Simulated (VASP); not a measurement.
# Al in VASP: single point with PBE

Aim: the single point of Al with PBE.

All numbers are computed with VASP 6.6.1; they aren't measurements. Logs are shortened: lines on timing, memory, paths and dates and some standing lists are left out, and cuts for length are marked.

## (1) The cell of the first run

The cell holds a slab with vacuum, 12 atoms: a = 4.811 Å, b = 4.811 Å, c = 32.522 Å, α = 90.00°, β = 90.00°, γ = 120.00°.

## (2) Single point, PBE

INCAR reads:

```
SYSTEM = Al
PREC = Accurate
ENCUT = 400
EDIFF = 1E-6
ISMEAR = 1
SIGMA = 0.1
LREAL = .False.
LASPH = .True.
NELM = 120
ALGO = Normal
ISIF = 2
LWAVE = .False.
LCHARG = .False.
LDIPOL = .True.
IDIPOL = 3
DIPOL = 0.5 0.5 0.703
GGA = PE
NBANDS = 30
GGA_COMPAT = .False.
NELMDL = -8
```

KPOINTS reads:

```
regular mesh
0
Gamma
  9 9 1
  0 0 0
```

POSCAR reads:

```
Al
1.0
    4.8111002956      0.0000000000      0.0000000000
   -2.4055501478      4.1665350762      0.0000000000
    0.0000000000      0.0000000000     32.5222320583
Al
12
Direct
    0.6666666667      0.3333333333      0.5920982388
    0.0000000000      0.0000000000      0.5992833660
    0.3333333333      0.6666666667      0.5842460647
    0.0021656917      0.3402043740      0.6672204253
    0.3380386823     -0.0021656917      0.6672204253
    0.6597956260      0.6619613177      0.6672204253
    0.3333456358      0.3332381361      0.7405430990
    0.6667618639      0.0001074997      0.7405430990
   -0.0001074997      0.6666543642      0.7405430990
    0.6666666667      0.3333333333      0.8137315873
    0.0000000000      0.0000000000      0.8138445612
    0.3333333333      0.6666666667      0.8141631916
```

Potentials or basis: VASP PAW PBE potentials, release 64 (Al).

The run is started by

```
$ cat potpaw_PBE.64/Al/POTCAR > POTCAR
$ mpirun -np 1 vasp_std > vasp.out
```

OUTCAR:

```text
SYSTEM = Al
   PREC = Accurate
   ENCUT = 400
   EDIFF = 1E-6
   ISMEAR = 1
   LREAL = .False.
   LASPH = .True.
   NELM = 120
   ISIF = 2
   GGA = PE
   NELMDL = -8

 ion  position               nearest neighbor table
   1  0.667  0.333  0.592-   2 2.79   2 2.79   2 2.79   3 2.79   3 2.79   3 2.79   4 2.92   5 2.92
                             6 2.92
   2  0.000  0.000  0.599-   5 2.75   6 2.75   4 2.75   1 2.79   1 2.79   1 2.79   3 2.82   3 2.82
                             3 2.82
   3  0.333  0.667  0.584-   1 2.79   1 2.79   1 2.79   2 2.82   2 2.82   2 2.82   5 3.13   4 3.13
                             6 3.13
   4  0.002  0.340  0.667-   6 2.74   5 2.74   2 2.75   6 2.77   5 2.77   5 2.83   6 2.83   9 2.86
                             7 2.88   8 2.89   1 2.92   3 3.13
   5  0.338  0.998  0.667-   6 2.74   4 2.74   2 2.75   4 2.77   6 2.77   6 2.83   4 2.83   8 2.86
                             9 2.88   7 2.89   1 2.92   3 3.13
   6  0.660  0.662  0.667-   4 2.74   5 2.74   2 2.75   4 2.77   5 2.77   5 2.83   4 2.83   7 2.86
                             8 2.88   9 2.89   1 2.92   3 3.13
   7  0.333  0.333  0.741-   8 2.78   9 2.78   8 2.78   9 2.78   9 2.78   8 2.78   6 2.86  10 2.87
                            11 2.87   4 2.88  12 2.88   5 2.89
   8  0.667  0.000  0.741-   7 2.78   9 2.78   7 2.78   9 2.78   9 2.78   7 2.78   5 2.86  10 2.87
                            11 2.87   6 2.88  12 2.88   4 2.89
   9  1.000  0.667  0.741-   7 2.78   8 2.78   8 2.78   7 2.78   7 2.78   8 2.78   4 2.86  10 2.87
                            11 2.87   5 2.88  12 2.88   6 2.89
  10  0.667  0.333  0.814-  11 2.78  11 2.78  11 2.78  12 2.78  12 2.78  12 2.78   8 2.87   9 2.87
                             7 2.87
  11  0.000  0.000  0.814-  10 2.78  10 2.78  10 2.78  12 2.78  12 2.78  12 2.78   8 2.87   7 2.87
                             9 2.87
  12  0.333  0.667  0.814-  11 2.78  11 2.78  11 2.78  10 2.78  10 2.78  10 2.78   9 2.88   8 2.88
                             7 2.88

  LATTYP: Found a hexagonal cell.
 ALAT       =     4.8111002956
 C/A-ratio  =     6.7598324832

  Lattice vectors:

 A1 = (   4.8111002956,   0.0000000000,   0.0000000000)
 A2 = (  -2.4055501478,   4.1665350762,   0.0000000000)
 A3 = (   0.0000000000,   0.0000000000,  32.5222320583)

Analysis of symmetry for initial positions (statically):
=====================================================================
 Subroutine PRICEL returns:
 Original cell was already a primitive cell.

 Routine SETGRP: Setting up the symmetry group for a
 hexagonal supercell.

 Subroutine GETGRP returns: Found  3 space group operations
 (whereof  3 operations were pure point group operations)
 out of a pool of 24 trial point group operations.

The static configuration has the point symmetry C_3 .

Analysis of symmetry for dynamics (positions and initial velocities):
=====================================================================
 Subroutine PRICEL returns:
 Original cell was already a primitive cell.

 Routine SETGRP: Setting up the symmetry group for a
 hexagonal supercell.

 Subroutine GETGRP returns: Found  3 space group operations
 (whereof  3 operations were pure point group operations)
 out of a pool of 24 trial point group operations.

The dynamic configuration has the point symmetry C_3 .

 Subroutine INISYM returns: Found  3 space group operations
 (whereof  3 operations are pure point group operations),
 and found     1 'primitive' translations

----------------------------------------------------------------------------------------

                                     Primitive cell

  volume of cell :     651.9282

  direct lattice vectors                    reciprocal lattice vectors
     4.811100296  0.000000000  0.000000000     0.207852661  0.120003790  0.000000000
    -2.405550148  4.166535076  0.000000000     0.000000000  0.240007580  0.000000000
     0.000000000  0.000000000 32.522232058     0.000000000  0.000000000  0.030748197

  length of vectors
     4.811100296  4.811100296 32.522232058     0.240007580  0.240007580  0.030748197

  position of ions in fractional coordinates (direct lattice)
     0.666666667  0.333333333  0.592098239
     0.000000000  0.000000000  0.599283366
     0.333333333  0.666666667  0.584246065
     0.002165692  0.340204374  0.667220425
     0.338038682  0.997834308  0.667220425
     0.659795626  0.661961318  0.667220425
     0.333345636  0.333238136  0.740543099
     0.666761864  0.000107500  0.740543099
     0.999892500  0.666654364  0.740543099
     0.666666667  0.333333333  0.813731587
     0.000000000  0.000000000  0.813844561
     0.333333333  0.666666667  0.814163192

  ion indices of the primitive-cell ions
   primitive index   ion index
                 1           1
                 2           2
                 3           3
                 4           4
                 5           5
                 6           6
                 7           7
                 8           8
                 9           9
                10          10
                11          11
                12          12

----------------------------------------------------------------------------------------

 KPOINTS: regular mesh

Automatic generation of k-mesh.
 Grid dimensions read from file:
 generate k-points for:    9    9    1

 Generating k-lattice:

  Cartesian coordinates                     Fractional coordinates (reciprocal lattice)
     0.023094740  0.013333754  0.000000000     0.111111111  0.000000000  0.000000000
     0.000000000  0.026667509  0.000000000     0.000000000  0.111111111  0.000000000
     0.000000000  0.000000000  0.030748197     0.000000000  0.000000000  1.000000000

  Length of vectors
     0.026667509  0.026667509  0.030748197

  Shift w.r.t. Gamma in fractional coordinates (k-lattice)
     0.000000000  0.000000000  0.000000000

 Subroutine IBZKPT returns following result:
 ===========================================

 Found     15 irreducible k-points:

 Following reciprocal coordinates:
            Coordinates               Weight
  0.000000  0.000000  0.000000      1.000000
  0.111111  0.000000  0.000000      6.000000
  0.222222  0.000000  0.000000      6.000000
  0.333333  0.000000  0.000000      6.000000
  0.444444  0.000000  0.000000      6.000000
  0.111111  0.111111  0.000000      6.000000
  0.222222  0.111111  0.000000      6.000000
 -0.222222  0.333333  0.000000      6.000000
  0.333333  0.111111  0.000000      6.000000
 -0.333333  0.444444  0.000000      6.000000
  0.444444  0.111111  0.000000      6.000000
  0.222222  0.222222  0.000000      6.000000
  0.333333  0.222222  0.000000      6.000000
 -0.333333 -0.444444  0.000000      6.000000
  0.333333  0.333333  0.000000      2.000000
   k-points           NKPTS =     15   k-points in BZ     NKDIM =     15   number of bands    NBANDS=     30
   number of dos      NEDOS =    301   number of ions     NIONS =     12
   total plane-waves  NPLWV = 221184
   dimension x,y,z NGX =    32 NGY =   32 NGZ =  216
   dimension x,y,z NGXF=    64 NGYF=   64 NGZF=  432
   ions per type =              12
   NGX,Y,Z   is equivalent  to a cutoff of  11.06, 11.06, 11.04 a.u.
   NGXF,Y,Z  is equivalent  to a cutoff of  22.11, 22.11, 22.08 a.u.
 SYSTEM =  Al
   PREC   = accura    normal or accurate (medium, high low for compatibility)
   ISTART =      0    job   : 0-new  1-cont  2-samecut
   ICHARG =      2    charge: 1-file 2-atom 10-const
   ISPIN  =      1    spin polarized calculation?
   LNONCOLLINEAR =      F non collinear calculations
   LSORBIT =      F    spin-orbit coupling
   LASPH  =      T    aspherical Exc in radial PAW
   ENCUT  =  400.0 eV  29.40 Ry    5.42 a.u.   7.85  7.85 53.04*2*pi/ulx,y,z
   NELM   =    120;   NELMIN=  2; NELMDL= -8     # of ELM steps
   EDIFF  = 0.1E-05   stopping-criterion for ELM
   LREAL  =      F    real-space projection
[... 7 lines left out ...]
   TEBEG  =    0.0;   TEEND  =   0.0 temperature during run
   PSTRESS=    0.0 pullay stress
   NELECT =      36.0000    total number of electrons
   NUPDOWN=      -1.0000    fix difference up-down
   EMIN   =  10.00;   EMAX   =-10.00  energy-range for DOS
   EFERMI =   0.00;   METHOD = LEGACY
   ISMEAR =     1;   SIGMA  =   0.10  broadening in eV -4-tet -1-fermi 0-gaus
   EFERMI_NEDOS =   21; number of points for ismear=-14 and -15
   IALGO  =     38    algorithm
   IMIX   =      4    mixing-type and parameters
     AMIX     =   0.40;   BMIX     =  1.00
     AMIX_MAG =   1.60;   BMIX_MAG =  1.00
  volume/ion in A,a.u.               =      54.33       366.62
  Fermi-wavevector in a.u.,A,eV,Ry     =   0.623413  1.178079  5.287817  0.388644
  Thomas-Fermi vector in A             =   1.683611
   LORBIT       =      0    0 simple, 1 ext, 2 COOP (PROOUT), +10 PAW based schemes
   GGA     = PE    functional components
   LHFCALC =     F    Hartree Fock is set to
   AEXX    =    0.0000 exact exchange contribution
   IVDW    =     0    specifies the selected vdW correction
   LEPSILON=     F    determine dielectric tensor
   LRPA    =     F    only Hartree local field effects (RPA)
 non-spin polarized calculation
 Methfessel and Paxton  Order N= 1 SIGMA  =   0.10
  energy-cutoff  :      400.00
  volume of cell :      651.93
 maximum number of plane-waves:     11891
   NGX = 15   NGY = 15   NGZ =107

 dipolmoment           0.000000      0.000000      0.077365 electrons x Angstroem

 number of electron      36.0000000 magnetization

 dipolmoment           0.000000      0.000000     -0.002165 electrons x Angstroem

 Free energy of the ion-electron system (eV)
  ---------------------------------------------------
  ext. energy  EPLUGINS =         0.00000000
  ---------------------------------------------------
  free energy    TOTEN  =       -42.61074892 eV

  energy without entropy =      -42.61341953  energy(sigma->0) =      -42.61163912

 E-fermi :  -0.3859     XC(G=0):  -3.6322

 val. band max:       -0.3993521905   @ k =   0.1111   0.1111   0.0000
 cond. band min:      -0.3524338192   @ k =   0.3333   0.3333   0.0000
 fundamental gap:      0.0469183713
 Fermi energy:        -0.3859079343

 k-point     1 :       0.0000    0.0000    0.0000
  band No.  band energies     occupation
      1     -11.3720      2.00000
      2     -10.3222      2.00000
      3      -8.7969      2.00000
      4      -6.7638      2.00000
      5      -4.2123      2.00000
      6      -3.2726      2.00000
[... 22 lines left out ...]
     29       1.7430      0.00000
     30       1.7430      0.00000

 k-point     2 :       0.1111    0.0000    0.0000
  band No.  band energies     occupation
      1     -11.2670      2.00000
      2     -10.2178      2.00000
      3      -8.6932      2.00000
      4      -6.6607      2.00000
      5      -4.8290      2.00000
      6      -4.1507      2.00000
[... 22 lines left out ...]
     29       2.2139      0.00000
     30       2.6128      0.00000

 k-point     3 :       0.2222    0.0000    0.0000
  band No.  band energies     occupation
      1     -10.9525      2.00000
      2      -9.9053      2.00000
      3      -8.3829      2.00000
      4      -6.3628      2.00000
      5      -6.3151      2.00000
      6      -5.3120      2.00000
[... 385 lines left out ...]
     29       3.8618      0.00000
     30       3.9169      0.00000

 k-point    15 :       0.3333    0.3333    0.0000
  band No.  band energies     occupation
      1      -8.5879      2.00000
      2      -8.5767      2.00000
      3      -8.5385      2.00000
      4      -7.6033      2.00000
      5      -7.5437      2.00000
      6      -7.4424      2.00000
[... 22 lines left out ...]
     29       3.8026      0.00000
     30       3.8146      0.00000

------------------------ aborting loop because EDIFF is reached ----------------------------------------

 vacuum level on the upper side and lower side of the slab       (xc-potential included)        -0.036        -0.016

  FORCE on cell =-STRESS in cart. coord.  units (eV):
  Direction    XX          YY          ZZ          XY          YZ          ZX
  --------------------------------------------------------------------------------------
  -------------------------------------------------------------------------------------
  Total        1.8585524      1.8585524      0.5787791     -0.0000000      0.0000000      0.0000000
  in kB        4.5675740      4.5675740      1.4224063     -0.0000000      0.0000000      0.0000000
  external PRESSURE =       3.5191848 kB  Pullay stress =       0.0000000 kB

 VOLUME and BASIS-vectors are now :
 -----------------------------------------------------------------------------
  energy-cutoff  :      400.00
  volume of cell :      651.93
      direct lattice vectors                 reciprocal lattice vectors
     4.811100296  0.000000000  0.000000000     0.207852661  0.120003790  0.000000000
    -2.405550148  4.166535076  0.000000000     0.000000000  0.240007580  0.000000000
     0.000000000  0.000000000 32.522232058     0.000000000  0.000000000  0.030748197

 POSITION                                       TOTAL-FORCE (eV/Angst)
 -----------------------------------------------------------------------------------
      2.40555      1.38885     19.25636        -0.000000     -0.000000      0.080247
      0.00000      0.00000     19.49003        -0.000000     -0.000000     -0.497534
     -0.00000      2.77769     19.00099        -0.000000     -0.000000      0.398539
     -0.80796      1.41747     21.69950        -0.003451     -0.010297     -0.053217
     -0.77400      4.15751     21.69950        -0.007192      0.008137     -0.053217
      1.58196      2.75809     21.69950         0.010642      0.002160     -0.053217
      0.80214      1.38845     24.08411        -0.007909     -0.006089      0.009239
      3.20760      0.00045     24.08411         0.009227     -0.003805      0.009239
      3.20691      2.77764     24.08411        -0.001318      0.009894      0.009239
      2.40555      1.38885     26.46437        -0.000000     -0.000000      0.064241
      0.00000      0.00000     26.46804        -0.000000     -0.000000      0.024253
     -0.00000      2.77769     26.47840        -0.000000     -0.000000      0.062187
 -----------------------------------------------------------------------------------
    total drift:                                0.000000      0.000000     -0.000002

  FREE ENERGIE OF THE ION-ELECTRON SYSTEM (eV)
  ---------------------------------------------------
  free  energy   TOTEN  =       -42.6107489201 eV

  energy  without entropy=      -42.6134195285  energy(sigma->0) =      -42.61163912

 vacuum level on the upper side and lower side of the slab         3.640         3.660
```

Run time: 14 min. Hardware: 1 thread of Intel Xeon 8259CL, shared host; peak memory 0.53 GiB.

Results:

```
Free energy            : -42.6107 eV
Largest force          : 0.498 eV/Å
Band gap on the k mesh : zero (bands 18 and 19 overlap by 1.50 eV)
```

Forces on the atoms (eV/Å):
```
Al   0.000  0.000  0.080
Al   0.000  0.000 -0.498
Al   0.000  0.000  0.399
Al  -0.003 -0.010 -0.053
Al  -0.007  0.008 -0.053
Al   0.011  0.002 -0.053
Al  -0.008 -0.006  0.009
Al   0.009 -0.004  0.009
Al  -0.001  0.010  0.009
Al   0.000  0.000  0.064
Al   0.000  0.000  0.024
Al   0.000  0.000  0.062
```

The gap in the log of VASP goes by the Fermi energy; the results here count the filled bands.